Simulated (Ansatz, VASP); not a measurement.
**One calculation of MgO, two programs**

Contents of INCAR:

```
PREC = Accurate
ENCUT = 600
EDIFF = 1E-6
ISMEAR = 0
SIGMA = 0.02
LREAL = False
LASPH = True
NELM = 120
ALGO = Normal
ISIF = 2
LWAVE = False
LCHARG = False
GGA = PE
NBANDS = 11
GGA_COMPAT = False
```

File KPOINTS:

```
regular mesh
0
Gamma
  10 10 10
```

The input POSCAR:

```
MgO
1.0
    0.0000000000      2.0780128859      2.0780128859
    2.0780128859      0.0000000000      2.0780128859
    2.0780128859      2.0780128859      0.0000000000
Mg O
1 1
Direct
    0.0000000000      0.0000000000      0.0000000000
    0.5000000000      0.5000000000      0.5000000000
```

Input for Ansatz:

```yaml
crystal:
  lattice:
    - [0.0, 2.0780128859, 2.0780128859]
    - [2.0780128859, 0.0, 2.0780128859]
    - [2.0780128859, 2.0780128859, 0.0]
  atoms:
    - { symbol: Mg, position: [0.0, 0.0, 0.0] }
    - { symbol: O, position: [0.5, 0.5, 0.5] }
basis:
  ecutwfc: 420
kpoints:
  mp_grid: { grid: [10, 10, 10] }
  band_path:
    path:
      - [[0.0, 0.0, 0.0], [0.5, 0.0, 0.5], [0.625, 0.25, 0.625]]
      - [[0.375, 0.375, 0.75], [0.0, 0.0, 0.0], [0.5, 0.5, 0.5], [0.5, 0.25, 0.75], [0.5, 0.0, 0.5]]
    npoints: 12
hamiltonian:
  xc: pbe
scf:
  occupations: { method: gaussian, width: 0.02 }
  n_extra_bands: 6
output:
  forces: true
  stress: true
  eigenvalues: true
```

Alike in both runs: task single point; functional PBE; k mesh 10 × 10 × 10; occupations gaussian, width 0.02 eV; no spin polarisation.

```csv
,VASP,Ansatz
version,VASP 6.6.1,Ansatz 0.2.0
potentials or method,"VASP PAW PBE potentials, release 64 (Mg, O), cutoff 600 eV","scalar-relativistic, plane waves, PAW"
valence electrons in the cell,8,16
```

Ansatz gave:

```
gap on the k mesh at the Fermi level (eV) : 5.14
least direct gap on the mesh (eV)         : 5.14
pressure (GPa)                            : 12.0
```

Problem. What did VASP give for the same quantities?

Solution. gap on the k mesh at the Fermi level (eV): 5.13; least direct gap on the mesh (eV): 5.13; pressure (GPa): 11.0.

VASP's potentials hold 8 valence electrons a cell and Ansatz's 16, so a difference there can come from the potentials and not from the codes.
